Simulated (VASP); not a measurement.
# Hf (P6_3/mmc) in VASP: further runs

Runs on Hf. Level: PBE. Tasks: relaxation of cell and atoms.

Program: VASP 6.6.1. These are calculated values, not measurements. Logs are shortened: lines on timing, memory, paths and dates and some standing lists are left out, and cuts for length are marked.

## Step 1: The cell of the first run

It takes space group P6_3/mmc (No. 194, hexagonal). The conventional cell has a = 3.079 Å, b = 3.079 Å, c = 4.988 Å, α = 90.00°, β = 90.00°, γ = 120.00°. Hf (site symmetry -6m2) has 12 Hf at 3.06 to 3.08 Å within 4.0 Å.

## Step 2: Relaxation of cell and atoms, PBE, target pressure 12 GPa, at which the enthalpy is minimised

The input, INCAR:

```
PREC = Accurate
ENCUT = 600
EDIFF = 1E-7
ISMEAR = -1
SIGMA = 0.08
LREAL = F
LASPH = T
NELM = 60
ALGO = Normal
ISIF = 3
LWAVE = F
LCHARG = F
GGA = PE
IBRION = 2
NSW = 60
EDIFFG = -0.005
PSTRESS = 120.0
```

The input, KPOINTS:

```
Automatic mesh
0
Gamma
  14 14 8
```

The input, POSCAR:

```
Hf
1.0
    3.0788771168      0.0000000000      0.0000000000
   -1.5394385584      2.6663857983      0.0000000000
    0.0000000000      0.0000000000      4.9877809292
Hf
2
Direct
    0.3333333333      0.6666666667      0.2500000000
    0.6666666667      0.3333333333      0.7500000000
```

Potentials or basis: VASP PAW PBE potentials, release 64 (Hf_pv).

Run with:

```
$ cat potpaw_PBE.64/Hf_pv/POTCAR > POTCAR
$ mpirun -np 1 vasp_std > vasp.out
```

OUTCAR:

```text
PREC = Accurate
   ENCUT = 600
   EDIFF = 1E-7
   ISMEAR = -1
   LREAL = F
   LASPH = T
   NELM = 60
   ISIF = 3
   GGA = PE
   IBRION = 2
   NSW = 60
   EDIFFG = -0.005
   PSTRESS = 120.0

 ion  position               nearest neighbor table
   1  0.333  0.667  0.250-   2 3.06   2 3.06   2 3.06   2 3.06   2 3.06   2 3.06
   2  0.667  0.333  0.750-   1 3.06   1 3.06   1 3.06   1 3.06   1 3.06   1 3.06

  LATTYP: Found a hexagonal cell.
 ALAT       =     3.0788771168
 C/A-ratio  =     1.6200000000

  Lattice vectors:

 A1 = (   3.0788771168,   0.0000000000,   0.0000000000)
 A2 = (  -1.5394385584,   2.6663857983,   0.0000000000)
 A3 = (   0.0000000000,   0.0000000000,   4.9877809292)

Analysis of symmetry for initial positions (statically):
=====================================================================
 Subroutine PRICEL returns:
 Original cell was already a primitive cell.

 Routine SETGRP: Setting up the symmetry group for a
 hexagonal supercell.

 Subroutine GETGRP returns: Found 24 space group operations
 (whereof 12 operations were pure point group operations)
 out of a pool of 24 trial point group operations.

The static configuration has the point symmetry D_3d.
 The point group associated with its full space group is D_6h.

Analysis of symmetry for dynamics (positions and initial velocities):
=====================================================================
 Subroutine PRICEL returns:
 Original cell was already a primitive cell.

 Routine SETGRP: Setting up the symmetry group for a
 hexagonal supercell.

 Subroutine GETGRP returns: Found 24 space group operations
 (whereof 12 operations were pure point group operations)
 out of a pool of 24 trial point group operations.

The dynamic configuration has the point symmetry D_3d.
 The point group associated with its full space group is D_6h.

 Subroutine INISYM returns: Found 24 space group operations
 (whereof 12 operations are pure point group operations),
 and found     1 'primitive' translations

----------------------------------------------------------------------------------------

                                     Primitive cell

  volume of cell :      40.9471

  direct lattice vectors                    reciprocal lattice vectors
     3.078877117  0.000000000  0.000000000     0.324793736  0.187519751  0.000000000
    -1.539438558  2.666385798  0.000000000     0.000000000  0.375039501  0.000000000
     0.000000000  0.000000000  4.987780929     0.000000000  0.000000000  0.200489960

  length of vectors
     3.078877117  3.078877117  4.987780929     0.375039501  0.375039501  0.200489960

  position of ions in fractional coordinates (direct lattice)
     0.333333333  0.666666667  0.250000000
     0.666666667  0.333333333  0.750000000

  ion indices of the primitive-cell ions
   primitive index   ion index
                 1           1
                 2           2

----------------------------------------------------------------------------------------

 KPOINTS: Automatic mesh

Automatic generation of k-mesh.
 Grid dimensions read from file:
 generate k-points for:   14   14    8

 Generating k-lattice:

  Cartesian coordinates                     Fractional coordinates (reciprocal lattice)
     0.023199553  0.013394268  0.000000000     0.071428571  0.000000000  0.000000000
     0.000000000  0.026788536  0.000000000     0.000000000  0.071428571  0.000000000
     0.000000000  0.000000000  0.025061245     0.000000000  0.000000000  0.125000000

  Length of vectors
     0.026788536  0.026788536  0.025061245

  Shift w.r.t. Gamma in fractional coordinates (k-lattice)
     0.000000000  0.000000000  0.000000000

 Subroutine IBZKPT returns following result:
 ===========================================

 Found    120 irreducible k-points:

 Following reciprocal coordinates:
            Coordinates               Weight
  0.000000  0.000000  0.000000      1.000000
  0.071429  0.000000  0.000000      6.000000
  0.142857  0.000000  0.000000      6.000000
  0.214286  0.000000  0.000000      6.000000
  0.285714 -0.000000  0.000000      6.000000
  0.357143  0.000000  0.000000      6.000000
[... 16 lines left out ...]
  0.285714  0.285714  0.000000      6.000000
  0.357143  0.285714  0.000000      6.000000
 [... further k-points ...]
   k-points           NKPTS =    120   k-points in BZ     NKDIM =    120   number of bands    NBANDS=     14
   number of dos      NEDOS =    301   number of ions     NIONS =      2
   total plane-waves  NPLWV =  31360
   dimension x,y,z NGX =    28 NGY =   28 NGZ =   40
   dimension x,y,z NGXF=    56 NGYF=   56 NGZF=   80
   ions per type =               2
   NGX,Y,Z   is equivalent  to a cutoff of  15.12, 15.12, 13.33 a.u.
   NGXF,Y,Z  is equivalent  to a cutoff of  30.24, 30.24, 26.66 a.u.
 SYSTEM =  unknown system
   PREC   = accura    normal or accurate (medium, high low for compatibility)
   ISTART =      0    job   : 0-new  1-cont  2-samecut
   ICHARG =      2    charge: 1-file 2-atom 10-const
   ISPIN  =      1    spin polarized calculation?
   LNONCOLLINEAR =      F non collinear calculations
   LSORBIT =      F    spin-orbit coupling
   LASPH  =      T    aspherical Exc in radial PAW
   ENCUT  =  600.0 eV  44.10 Ry    6.64 a.u.   6.15  6.15  9.96*2*pi/ulx,y,z
   NELM   =     60;   NELMIN=  2; NELMDL= -5     # of ELM steps
   EDIFF  = 0.1E-06   stopping-criterion for ELM
   LREAL  =      F    real-space projection
   EDIFFG = -.5E-02   stopping-criterion for IOM
   NSW    =     60    number of steps for IOM
   IBRION =      2    ionic relax: 0-MD 1-quasi-New 2-CG
   NFREE  =      1    steps in history (QN), initial steepest desc. (CG)
   ISIF   =      3    stress and relaxation
   ISYM   =      2    0-nonsym 1-usesym 2-fastsym
   POTIM  = 0.5000    time-step for ionic-motion
   TEBEG  =    0.0;   TEEND  =   0.0 temperature during run
   PSTRESS=  120.0 pullay stress
   NELECT =      20.0000    total number of electrons
   NUPDOWN=      -1.0000    fix difference up-down
   EMIN   =  10.00;   EMAX   =-10.00  energy-range for DOS
   EFERMI =   0.00;   METHOD = LEGACY
   ISMEAR =    -1;   SIGMA  =   0.08  broadening in eV -4-tet -1-fermi 0-gaus
   EFERMI_NEDOS =   21; number of points for ismear=-14 and -15
   IALGO  =     38    algorithm
   IMIX   =      4    mixing-type and parameters
     AMIX     =   0.40;   BMIX     =  1.00
     AMIX_MAG =   1.60;   BMIX_MAG =  1.00
  volume/ion in A,a.u.               =      20.47       138.16
  Fermi-wavevector in a.u.,A,eV,Ry     =   1.289270  2.436367 22.615842  1.662217
  Thomas-Fermi vector in A             =   2.421173
   LORBIT       =      0    0 simple, 1 ext, 2 COOP (PROOUT), +10 PAW based schemes
   GGA     = PE    functional components
   LHFCALC =     F    Hartree Fock is set to
   AEXX    =    0.0000 exact exchange contribution
   IVDW    =     0    specifies the selected vdW correction
   LEPSILON=     F    determine dielectric tensor
   LRPA    =     F    only Hartree local field effects (RPA)
 conjugate gradient relaxation of ions
 non-spin polarized calculation
  energy-cutoff  :      600.00
  volume of cell :       40.95
 maximum number of plane-waves:      1387
 NGX is ok and might be reduce to    28
   NGX = 13   NGY = 13   NGZ = 19

--------------------------------------- Ionic step        1  -------------------------------------------

 number of electron      19.9999999 magnetization

 Free energy of the ion-electron system (eV)
  ---------------------------------------------------
  ext. energy  EPLUGINS =         0.00000000
  ---------------------------------------------------
  free energy    TOTEN  =       -19.72656949 eV

  energy without entropy =      -19.69377221  energy(sigma->0) =      -19.71017085

------------------------ aborting loop because EDIFF is reached ----------------------------------------

  FORCE on cell =-STRESS in cart. coord.  units (eV):
  Direction    XX          YY          ZZ          XY          YZ          ZX
  --------------------------------------------------------------------------------------
  -------------------------------------------------------------------------------------
  Total        3.2266050      3.2266050      2.4338128      0.0000000      0.0000000      0.0000000
  in kB      126.2506657    126.2506657     95.2302745      0.0000000      0.0000000      0.0000000
  external PRESSURE =      -4.0894647 kB  Pullay stress =     120.0000000 kB
[... 137 lines left out ...]
  enthalpy is  TOTEN    =       -16.6644399659 eV   P V=        3.0793136059

--------------------------------------- Ionic step        5  -------------------------------------------

 number of electron      20.0000001 magnetization

 Free energy of the ion-electron system (eV)
  ---------------------------------------------------
  ext. energy  EPLUGINS =         0.00000000
  ---------------------------------------------------
  free energy    TOTEN  =       -19.72552736 eV

  energy without entropy =      -19.69397633  energy(sigma->0) =      -19.70975184

 E-fermi :   5.5646     XC(G=0): -11.7037

 val. band max:        5.5469494793   @ k =   0.0000   0.0000   0.3750
 cond. band min:       5.5721875649   @ k =   0.2143   0.2143   0.5000
 fundamental gap:      0.0252380856
 Fermi energy:         5.5646179436

 k-point     1 :       0.0000    0.0000    0.0000
  band No.  band energies     occupation
      1     -25.4627      2.00000
      2     -24.4667      2.00000
      3     -24.4667      2.00000
      4     -24.3001      2.00000
      5     -24.3001      2.00000
      6     -24.3000      2.00000
      7      -2.1148      2.00000
      8       1.5607      2.00000
      9       6.5445      0.00001
     10       6.7703      0.00000
     11       6.7703      0.00000
     12       7.0505      0.00000
     13       7.6902      0.00000
     14       7.6902      0.00000
[... 375 lines left out ...]
 k-point    24 :       0.3571    0.2857    0.0000
  band No.  band energies     occupation
      1     -25.1157      2.00000
      2     -24.9291      2.00000
      3     -24.9225      2.00000
      4     -24.8154      2.00000
      5     -24.7217      2.00000
      6     -24.7090      2.00000
      7       3.0878      2.00000
      8       3.5061      2.00000
      9       3.8560      2.00000
     10       4.0958      2.00000
     11       5.8871      0.03487
     12       6.0722      0.00351
     13       7.7599      0.00000
     14      11.0911      0.00000

 [... further k-points ...]

------------------------ aborting loop because EDIFF is reached ----------------------------------------

  FORCE on cell =-STRESS in cart. coord.  units (eV):
  Direction    XX          YY          ZZ          XY          YZ          ZX
  --------------------------------------------------------------------------------------
  -------------------------------------------------------------------------------------
  Total        3.0604282      3.0604282      3.0588241     -0.0000000      0.0000000      0.0000000
  in kB      120.0092491    120.0092491    119.9463459     -0.0000000      0.0000000      0.0000000
  external PRESSURE =      -0.0117186 kB  Pullay stress =     120.0000000 kB
[... 17 lines left out ...]
  FREE ENERGIE OF THE ION-ELECTRON SYSTEM (eV)
  ---------------------------------------------------
  free  energy   TOTEN  =       -19.7255273556 eV

  energy  without entropy=      -19.6939763277  energy(sigma->0) =      -19.70975184

  enthalpy is  TOTEN    =       -16.6653349753 eV   P V=        3.0601923802

 reached required accuracy - stopping structural energy minimisation
```

Run time: 2.3 min. Hardware: 1 thread of AMD EPYC 9R45 (Zen 5), shared host; peak memory 0.2 GiB.

Results:

```
Free energy                                                : -19.7255 eV
Relaxed volume                                             : 20.43 Å³/atom
Relaxed cell                                               : a = 3.098 Å, b = 3.098 Å, c = 4.916 Å, α = 90.00°, β = 90.00°, γ = 120.00°
Space group after relaxing (to 0.1 Å)                      : P6_3/mmc (No. 194)
Energy change on relaxing (the run minimises the enthalpy) : +0.5 meV/atom
Ionic steps                                                : 5
Pressure after relaxing                                    : 12.0 GPa
Band gap on the k mesh                                     : zero (bands 10 and 11 overlap by 1.51 eV)
```

Step by step:
```csv
step,energy change (eV),largest force (eV/Å),pressure (GPa),volume (Å³)
1,0.0000,0.0000,11.59,40.95
2,0.0185,0.0000,12.83,40.63
3,0.0165,0.0000,12.71,40.66
4,-0.0172,0.0000,11.10,41.11
5,0.0010,0.0000,12.00,40.86
```

Final structure:
```
Hf
1.0
     3.09794    0.00000    0.00000
    -1.54897    2.68290    0.00000
     0.00000    0.00000    4.91587
Hf
2
Direct
  0.33333 0.66667 0.25000
  0.66667 0.33333 0.75000
```

Caveat: the cell is relaxed towards a set pressure, so the run minimises the enthalpy, not the energy; spin-orbit coupling is left out, which moves the levels of the heavy elements.

## Step 3: Relaxation of cell and atoms, PBE, target pressure 12 GPa, at which the enthalpy is minimised

The input, INCAR:

```
  ALGO = Normal
  EDIFF = 1E-6
  EDIFFG = -0.005
  ENCUT = 600
  GGA = PE
  IBRION = 2
  ISIF = 3
  ISMEAR = -1
  LASPH = True
  LCHARG = False
  LREAL = False
  LWAVE = False
  NELM = 100
  NSW = 32
  PREC = Accurate
  PSTRESS = 120.0
  SIGMA = 0.08
```

The input, KPOINTS:

```
k-points
0
Gamma
  14 14 8
```

The input, POSCAR:

```
Hf
1.0
    3.1001916458      0.0000000000      0.0000000000
   -1.5500958229      2.6848447219      0.0000000000
    0.0000000000      0.0000000000      4.9233685302
Hf
2
Direct
    0.3333333333      0.6666666667      0.2500000000
    0.6666666667      0.3333333333      0.7500000000
```

Potentials or basis: VASP PAW PBE potentials, release 64 (Hf_pv).

Run with:

```
$ cat potpaw_PBE.64/Hf_pv/POTCAR > POTCAR
$ mpirun -np 1 vasp_std > vasp.out
```

Run time: 83 s. Hardware: 1 thread of AMD EPYC 9R45 (Zen 5), shared host; peak memory 0.2 GiB.

Results (log left out):

- Free energy: -19.7253 eV
- Relaxed volume: 20.43 Å³/atom
- Relaxed cell: a = 3.097 Å, b = 3.097 Å, c = 4.917 Å, α = 90.00°, β = 90.00°, γ = 120.00°
- Space group after relaxing (to 0.1 Å): P6_3/mmc (No. 194)
- Energy change on relaxing (the run minimises the enthalpy): +4.6 meV/atom
- Ionic steps: 3
- Pressure after relaxing: 12.0 GPa
- Band gap on the k mesh: zero (bands 10 and 11 overlap by 1.51 eV)

Step by step:
| step | energy change (eV) | largest force (eV/Å) | pressure (GPa) | volume (Å³) |
| --- | --- | --- | --- | --- |
| 1 | 0.0000 | 0.0000 | 11.56 | 40.98 |
| 2 | 0.0253 | 0.0000 | 12.77 | 40.65 |
| 3 | 0.0092 | 0.0000 | 12.01 | 40.86 |

Final structure:
```
Hf
1.0
     3.09740    0.00000    0.00000
    -1.54870    2.68242    0.00000
     0.00000    0.00000    4.91727
Hf
2
Direct
  0.33333 0.66667 0.25000
  0.66667 0.33333 0.75000
```

Levels at points of the mesh, in eV from the Fermi level:
| k point | band 6 | band 7 | band 8 | band 9 | band 10 | band 11 | band 12 | band 13 | band 14 |
| --- | --- | --- | --- | --- | --- | --- | --- | --- | --- |
| (0.00, 0.00, 0.00) | -29.86 | -7.68 | -4.00 | 0.98 | 1.21 | 1.21 | 1.48 | 2.13 | 2.13 |
| (0.50, 0.00, 0.00) | -29.99 | -3.50 | -3.10 | -2.53 | -0.61 | 0.80 | 0.98 | 1.85 | 6.55 |
| (0.00, 0.00, 0.50) | -29.95 | -5.54 | -5.54 | 0.11 | 0.11 | 1.10 | 1.10 | 1.10 | 1.10 |
| (0.50, 0.00, 0.50) | -30.13 | -3.70 | -3.70 | -1.16 | -1.16 | 1.52 | 1.52 | 2.88 | 2.88 |

Caveat: the cell is relaxed towards a set pressure, so the run minimises the enthalpy, not the energy; spin-orbit coupling is left out, which moves the levels of the heavy elements.
